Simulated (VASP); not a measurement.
LiF: relaxation of cell and atoms with LDA

The system is LiF.

```
Li F
1.0
     0.00000    1.95447    1.95447
     1.95447    0.00000    1.95447
     1.95447    1.95447    0.00000
Li F
1 1
Direct
  0.00000 0.00000 0.00000
  0.50000 0.50000 0.50000
```

- Program: VASP 6.6.1
- Task: relaxation of cell and atoms
- Functional: LDA
- Potentials or basis: VASP PAW LDA potentials, release 64 (Li_sv, F)
- Cutoff: 600 eV
- k mesh: 10 × 10 × 10
- Occupations: gaussian, width 0.01 eV
- Spin: no spin polarisation
- Target pressure: 15 GPa
- Dipole correction: no
- Further INCAR settings: ALGO = Normal; EDIFF = 1e-06; IBRION = 2; EDIFFG = -0.002; NSW = 100; ISIF = 3

The relaxed volume is 6.51 Å³/atom, the relaxed cell is a = 2.640 Å, b = 2.640 Å, c = 2.640 Å, α = 60.00°, β = 60.00°, γ = 60.00° and the space group after relaxing (to 0.05 Å) is Fm-3m (No. 225). The energy change on relaxing (the enthalpy is what falls) is +37.6 meV/atom, the ionic steps are 5 and the pressure after relaxing is 15.0 GPa. The band gap on the k mesh is 11.20 eV, direct.

The path:
| step | energy change (eV) | largest force (eV/Å) | pressure (GPa) | volume (Å³) |
| --- | --- | --- | --- | --- |
| 1 | 0.0000 | 0.0000 | -0.58 | 14.93 |
| 2 | 0.0430 | 0.0000 | 10.78 | 13.42 |
| 3 | 0.0723 | 0.0000 | 14.67 | 13.05 |
| 4 | 0.0757 | 0.0000 | 15.06 | 13.01 |
| 5 | 0.0752 | 0.0000 | 15.03 | 13.02 |

Final structure:
```yaml
crystal:
  lattice:
    - [0.00000, 1.86699, 1.86699]
    - [1.86699, 0.00000, 1.86699]
    - [1.86699, 1.86699, 0.00000]
  atoms:
    - { symbol: Li, position: [0.00000, 0.00000, 0.00000] }
    - { symbol: F, position: [0.50000, 0.50000, 0.50000] }
```

Levels at points of the mesh, in eV from the valence-band top:
```tsv
k point	band 1	band 2	band 3	band 4	band 5	band 6	band 7	band 8	band 9
(0.00, 0.00, 0.00)	-39.46	-20.27	0.00	0.00	0.00	11.20	26.19	26.19	26.19
(0.50, 0.00, 0.00)	-39.28	-19.67	-3.34	-0.32	-0.32	11.62	19.26	20.19	20.19
(0.50, 0.50, 0.00)	-39.24	-19.14	-4.27	-1.43	-1.43	16.72	17.05	20.12	22.56
```

Wall time 25 s on 1 thread of Intel Xeon 8259CL, with other jobs on the host, peak memory 0.13 GiB.

Caveat: the cutoff is under 1.25 times the usual one of these potentials, so pressure, stress and relaxed cells hold a basis-set (Pulay) error; the cell is relaxed towards a set pressure, so the enthalpy falls and the energy may rise. A k mesh can miss the band edges.
